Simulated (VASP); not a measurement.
Set up this calculation in VASP 6.6.1, as the native input.

| Quantity | Value |
| --- | --- |
| Task | single point |
| Functional | LDA |
| Potentials or basis | VASP PAW LDA potentials, release 64 (Li_sv, Zn) |
| Cutoff | 520 eV |
| k mesh | 6 × 6 × 6 |
| Occupations | methfessel-paxton, width 0.15 eV |
| Spin | no spin polarisation |
| Dipole correction | no |
| Further INCAR settings | ALGO = Normal; EDIFF = 1e-07; NBANDS = 28 |

The structure of LiZn3 lies in POSCAR:

```
LiZn3
1.0
    0.0000000000      2.9706898024      2.9706898024
    2.9706898024      0.0000000000      2.9706898024
    2.9706898024      2.9706898024      0.0000000000
Li Zn
1 3
Direct
    0.0000000000      0.0000000000      0.0000000000
    0.2500000000      0.2500000000      0.2500000000
    0.7500000000      0.7500000000      0.7500000000
    0.5000000000      0.5000000000      0.5000000000
```

The input as run:

INCAR

```
ALGO = Normal
EDIFF = 1E-7
ENCUT = 520
GGA = CA
ISIF = 2
ISMEAR = 1
LASPH = T
LCHARG = T
LELF = T
LREAL = F
LVHAR = T
LWAVE = F
NBANDS = 28
NELM = 80
PREC = Accurate
SIGMA = 0.15
```

KPOINTS

```
k-points
0
Gamma
  6 6 6
```

Potentials or basis: VASP PAW LDA potentials, release 64 (Li_sv, Zn).

Launch:

```bash
$ cat potpaw_LDA.64/Li_sv/POTCAR potpaw_LDA.64/Zn/POTCAR > POTCAR
$ mpirun -np 1 vasp_std > vasp.out
```

It gave:

```yaml
Band_gap_on_the_k_mesh: zero (an odd number of electrons rules out a gap without spin polarisation)
```

Wall time 58 s on 1 thread of AMD EPYC 7R13, with other jobs on the host, peak memory 0.13 GiB.
